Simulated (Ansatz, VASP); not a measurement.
This is a calculation of BP for Ansatz 0.2.0.

File input.yaml:

```yaml
crystal:
  lattice:
    - [0.0, 2.2537713532, 2.2537713532]
    - [2.2537713532, 0.0, 2.2537713532]
    - [2.2537713532, 2.2537713532, 0.0]
  atoms:
    - { symbol: P, position: [0.75, 0.75, 0.75] }
    - { symbol: B, position: [0.0, 0.0, 0.0] }
hamiltonian:
  xc: hf
  pseudopotentials: { kind: paw }
kpoints:
  mp_grid: { grid: [5, 5, 5] }
scf:
  occupations: { method: fermi_dirac, width: 0.05 }
output:
  forces: true
  stress: true
  eigenvalues: true
```

Potentials or basis: Ansatz PAW.

Command:

```console
$ ansatz run input.yaml --threads 2 --pin off --max-ram 5632MiB --backend cpu --events-out ev --progress --plain --runs-dir out
```

**Question.** Set up the same calculation for VASP 6.6.1. Potentials there: VASP PAW PBE potentials, release 64 (P, B).

**Answer.** As run (the cutoff follows the program's own potentials):

POSCAR

```
BP
1.0
    0.0000000000      2.2537713532      2.2537713532
    2.2537713532      0.0000000000      2.2537713532
    2.2537713532      2.2537713532      0.0000000000
P B
1 1
Direct
    0.7500000000      0.7500000000      0.7500000000
    0.0000000000      0.0000000000      0.0000000000
```

Contents of INCAR.step1:

```
SYSTEM = BP
PREC = Accurate ; ENCUT = 520
EDIFF = 1E-5 ; ISMEAR = -1
SIGMA = 0.05 ; LREAL = .FALSE.
LASPH = .TRUE. ; NELM = 80
ALGO = Normal ; ISIF = 2
LWAVE = .TRUE. ; LCHARG = .FALSE.
NBANDS = 11 ; GGA = PE
```

File INCAR.step2:

```
SYSTEM = BP
PREC = Accurate ; ENCUT = 520
EDIFF = 1E-6 ; ISMEAR = -1
SIGMA = 0.05 ; LREAL = .FALSE.
LASPH = .TRUE. ; NELM = 80
ALGO = Normal ; ISIF = 2
LWAVE = .FALSE. ; LCHARG = .FALSE.
GGA = PE ; LHFCALC = .TRUE.
AEXX = 1.0 ; ALDAC = 0.0
AGGAC = 0.0 ; PRECFOCK = Normal
NBANDS = 11 ; ISTART = 1
```

File KPOINTS:

```
Automatic mesh
0
G
  5 5 5
  0 0 0
```

Potentials or basis: VASP PAW PBE potentials, release 64 (P, B).

Run with:

```sh
$ cat potpaw_PBE.64/P/POTCAR potpaw_PBE.64/B/POTCAR > POTCAR
$ cp INCAR.step1 INCAR
$ mpirun -np 1 vasp_std > vasp.out
$ cp INCAR.step2 INCAR
$ mpirun -np 1 vasp_std > vasp.out
```

Both were run:

|  | VASP | Ansatz | Ansatz less VASP |
| --- | --- | --- | --- |
| gap on the k mesh at the Fermi level (eV) | 8.06 | 7.91 | -0.145 |
| least direct gap on the mesh (eV) | 11.00 | 10.83 | -0.163 |
| pressure (GPa) | 7.8 | 9.9 | +2.15 |

VASP's potentials were made for PBE, not for HF.

The k mesh is coarse, so the values compare programs but aren't converged. Noted on Ansatz's run: odd divisions of the mesh miss points on the zone boundary, where band edges often lie, so the gap on the mesh can be too wide.
